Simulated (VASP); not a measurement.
A run of VASP 6.6.1 is set up as follows.

The input INCAR:

```
PREC     = Accurate       # precision mode
ENCUT    = 600            # plane-wave cutoff, eV
EDIFF    = 1E-6           # SCF threshold, eV
ISMEAR   = 0              # smearing method
SIGMA    = 0.1            # smearing width, eV
LREAL    = False          # projectors in reciprocal space
LASPH    = True           # aspherical terms in the spheres
NELM     = 80             # most SCF steps
ALGO     = Normal         # electronic algorithm
ISIF     = 3              # what is computed and relaxed
LWAVE    = False          # write WAVECAR
LCHARG   = False          # write CHGCAR
GGA      = PE             # functional
IBRION   = 2              # ionic algorithm
NSW      = 100            # ionic steps
EDIFFG   = -0.01          # ionic threshold
```

The input KPOINTS:

```
Automatic mesh
0
Gamma
  20 20 20
```

Contents of POSCAR:

```
AsO
1.0
    2.9036421416      0.0000000000      0.0000000000
    0.0000000000      2.9036421416      0.0000000000
    0.0000000000      0.0000000000      2.9036421416
As O
1 1
Direct
    0.0000000000      0.0000000000      0.0000000000
    0.5000000000      0.5000000000      0.5000000000
```

Potentials or basis: VASP PAW PBE potentials, release 64 (As, O).

Command:

```sh
$ cat potpaw_PBE.64/As/POTCAR potpaw_PBE.64/O/POTCAR > POTCAR
$ mpirun -np 1 vasp_std > vasp.out
```

**Question.** Predict the relaxed cell.

**Answer.** a = 2.899 Å, b = 2.899 Å, c = 2.899 Å, α = 90.00°, β = 90.00°, γ = 90.00°.

**Question.** What does it give for the band gap on the k mesh?

**Answer.** Zero (an odd number of electrons rules out a gap without spin polarisation).

**Question.** Predict the relaxed volume.

**Answer.** 12.18 Å³/atom.

**Question.** What does it give for the space group after relaxing (to 0.1 Å)?

**Answer.** Pm-3m (No. 221).

Final structure:
```
As O
1.0
     2.89884    0.00000    0.00000
     0.00000    2.89884    0.00000
     0.00000    0.00000    2.89884
As O
1 1
Direct
  0.00000 0.00000 0.00000
  0.50000 0.50000 0.50000
```

Caveat: an odd number of electrons without spin polarisation forces a metal; a magnetic or distorted state may lie lower.
